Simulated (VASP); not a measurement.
# TiSi2 (Cmcm) in VASP: notebook, part 3 of 3

VASP 6.6.1. Earlier steps stand in the parts before.

## Step 6: Single point, PBEsol (13.54 Å³/atom)

This run uses another cell than the first one, of 13.54 Å³/atom.

INCAR

```
SYSTEM = TiSi2
ALGO     = Normal         ! electronic algorithm
EDIFF    = 1E-6           ! SCF threshold, eV
ENCUT    = 520            ! plane-wave cutoff, eV
GGA      = PS             ! functional
ISIF     = 2              ! what is computed and relaxed
ISMEAR   = 0              ! smearing method
LASPH    = .True.         ! aspherical terms in the spheres
LCHARG   = .True.         ! write CHGCAR
LELF     = .True.         ! ELF
LREAL    = .False.        ! projectors in reciprocal space
LVHAR    = .True.       
LWAVE    = .False.        ! write WAVECAR
NBANDS   = 29             ! bands
NELM     = 60             ! most SCF steps
PREC     = Accurate       ! precision mode
SIGMA    = 0.15           ! smearing width, eV
```

KPOINTS

```
k-points
0
Gamma
  14 14 12
  0 0 0
```

POSCAR

```
TiSi2
1.0
    1.7581879292     -6.4972748085      0.0000000000
    1.7581879292      6.4972748085      0.0000000000
    0.0000000000      0.0000000000      3.5550617896
Ti Si
2 4
Direct
    0.8975108623      0.1024891377      0.7500000000
    0.1024891377      0.8975108623      0.2500000000
    0.5599809709      0.4400190291      0.7500000000
    0.4400190291      0.5599809709      0.2500000000
    0.2497198722      0.7502801278      0.7500000000
    0.7502801278      0.2497198722      0.2500000000
```

Potentials or basis: VASP PAW PBE potentials, release 64 (Ti_sv, Si).

Started as:

```sh
$ cat potpaw_PBE.64/Ti_sv/POTCAR potpaw_PBE.64/Si/POTCAR > POTCAR
$ mpirun -np 1 vasp_std > vasp.out
```

OUTCAR:

```text
SYSTEM = TiSi2
   EDIFF = 1E-6
   ENCUT = 520
   GGA = PS
   ISIF = 2
   ISMEAR = 0
   LASPH = .True.
   LREAL = .False.
   NELM = 60
   PREC = Accurate

 ion  position               nearest neighbor table
   1  0.898  0.102  0.750-   4 2.56   4 2.56   4 2.56   4 2.56   5 2.60   5 2.60   6 2.61   6 2.61
                             3 2.75   3 2.75
   2  0.102  0.898  0.250-   3 2.56   3 2.56   3 2.56   3 2.56   6 2.60   6 2.60   5 2.61   5 2.61
[... 987 lines left out ...]
  -------------------------------------------------------------------------------------
  Total        0.8381722      3.9560607      1.1847653      0.0000000      0.0000000      0.0000000
  in kB       16.5337035     78.0368723     23.3705663      0.0000000      0.0000000      0.0000000
  external PRESSURE =      39.3137140 kB  Pullay stress =       0.0000000 kB

 VOLUME and BASIS-vectors are now :
 -----------------------------------------------------------------------------
  energy-cutoff  :      520.00
  volume of cell :       81.22
      direct lattice vectors                 reciprocal lattice vectors
     1.758187929 -6.497274809  0.000000000     0.284383706 -0.076955341  0.000000000
     1.758187929  6.497274809  0.000000000     0.284383706  0.076955341  0.000000000
     0.000000000  0.000000000  3.555061790     0.000000000  0.000000000  0.281289063

 POSITION                                       TOTAL-FORCE (eV/Angst)
 -----------------------------------------------------------------------------------
      1.75819     -5.16547      2.66630         0.000000     -0.322143     -0.000000
      1.75819      5.16547      0.88877         0.000000      0.322143      0.000000
      1.75819     -0.77943      2.66630         0.000000     -0.239429     -0.000000
      1.75819      0.77943      0.88877         0.000000      0.239429     -0.000000
      1.75819      3.25228      2.66630         0.000000      0.029191     -0.000000
      1.75819     -3.25228      0.88877         0.000000     -0.029191     -0.000000
 -----------------------------------------------------------------------------------
    total drift:                               -0.000000     -0.000000     -0.000000

  FREE ENERGIE OF THE ION-ELECTRON SYSTEM (eV)
  ---------------------------------------------------
  free  energy   TOTEN  =       -43.6458440918 eV

  energy  without entropy=      -43.6280376440  energy(sigma->0) =      -43.63694087
```

OSZICAR:

```text
N       E                     dE             d eps       ncg     rms          rms(c)
DAV:   1     0.390872181633E+03    0.39087E+03   -0.18845E+04 23142   0.147E+03
DAV:   2    -0.930816514996E+00   -0.39180E+03   -0.38069E+03 23332   0.433E+02
DAV:   3    -0.438481261353E+02   -0.42917E+02   -0.42088E+02 38340   0.120E+02
DAV:   4    -0.472367516314E+02   -0.33886E+01   -0.33619E+01 32811   0.301E+01
DAV:   5    -0.474144831937E+02   -0.17773E+00   -0.17766E+00 34723   0.602E+00    0.206E+01
DAV:   6    -0.443481902883E+02    0.30663E+01   -0.33878E+01 31945   0.418E+01    0.756E+00
DAV:   7    -0.437587305170E+02    0.58946E+00   -0.78404E+00 30837   0.210E+01    0.620E+00
DAV:   8    -0.436456402439E+02    0.11309E+00   -0.78123E-01 31083   0.675E+00    0.889E-01
DAV:   9    -0.436452877271E+02    0.35252E-03   -0.63292E-02 33084   0.177E+00    0.654E-01
DAV:  10    -0.436460925290E+02   -0.80480E-03   -0.10618E-02 32662   0.837E-01    0.201E-01
DAV:  11    -0.436458522821E+02    0.24025E-03   -0.23529E-03 32504   0.378E-01    0.299E-02
DAV:  12    -0.436458432491E+02    0.90330E-05   -0.13486E-04 31364   0.809E-02    0.106E-02
DAV:  13    -0.436458440918E+02   -0.84271E-06   -0.63575E-06 31340   0.191E-02
   1 F= -.43645844E+02 E0= -.43636941E+02  d E =-.178064E-01
```

stdout:

```text
POSCAR found type information on POSCAR TiSi
 POSCAR found :  2 types and       6 ions
 scaLAPACK will be used
 -----------------------------------------------------------------------------
|                                                                             |
|                                                                             |
|     You enforced a specific xc type in the INCAR file but a different       |
|     I HOPE YOU KNOW WHAT YOU ARE DOING!                                     |
|                                                                             |
 -----------------------------------------------------------------------------

 LDA part: xc-table for (Slater+PW92), standard interpolation
 POSCAR, INCAR and KPOINTS ok, starting setup
 FFT: planning ... GRIDC
 FFT: planning ... GRID_SOFT
 FFT: planning ... GRID
 WAVECAR not read
 entering main loop
```

Run time: 12 min. Hardware: 1 thread of Intel Xeon 6975P-C (Granite Rapids), shared host; peak memory 0.82 GiB.

Results:

- Free energy: -43.6458 eV
- Pressure: 3.9 GPa
- Largest force: 0.322 eV/Å
- Band gap on the k mesh: zero (bands 20 and 21 overlap by 1.06 eV)

Forces in eV/Å, atoms in the order of the input:
```
Ti   0.000 -0.322  0.000
Ti   0.000  0.322  0.000
Si   0.000 -0.239  0.000
Si   0.000  0.239  0.000
Si   0.000  0.029  0.000
Si   0.000 -0.029  0.000
```

Stress tensor (GPa, compression positive):
```
1.65 0.00 0.00
0.00 7.80 0.00
0.00 0.00 2.34
```

Caveat: the stress differs along the axes, from 2 to 8 GPa; the PAW data sets were made with another functional, which shifts forces and pressure a little.

## Step 7: The runs side by side

| cell | gap on the mesh (eV) | pressure (GPa) | largest force (eV/Å) |
| --- | --- | --- | --- |
| a = 7.115, b = 7.115, c = 3.399 Å, angles 90.0, 90.0, 152.7°, 6 atoms | none | 12.4 | 0.58 |
| a = 7.065, b = 7.065, c = 3.461 Å, angles 90.0, 90.0, 152.0°, 6 atoms | none | 6.1 | 0.39 |
| a = 7.014, b = 7.014, c = 3.524 Å, angles 90.0, 90.0, 151.2°, 6 atoms | none | 0.8 | 0.22 |
| a = 7.181, b = 7.181, c = 3.431 Å, angles 90.0, 90.0, 152.7°, 6 atoms | none | 7.2 | 0.60 |
| a = 6.731, b = 6.731, c = 3.555 Å, angles 90.0, 90.0, 149.7°, 6 atoms | none | 3.9 | 0.32 |

Alike in all rows: task single point; level PBEsol; potentials or basis VASP PAW PBE potentials, release 64 (Ti_sv, Si); no spin polarisation; k mesh 14 × 14 × 12; cutoff (eV) 520; smearing gaussian 0.15 eV.

Caveats: the PAW data sets were made with another functional, which shifts forces and pressure a little; the stress differs along the axes, from -3 to 21 GPa (at least some runs); the stress differs along the axes, from -3 to 11 GPa (at least some runs); the stress differs along the axes, from -3 to 3 GPa (at least some runs); the stress differs along the axes, from -6 to 14 GPa (at least some runs); the stress differs along the axes, from 2 to 8 GPa (at least some runs).

Absolute energies hang on the potentials; compare differences alone.
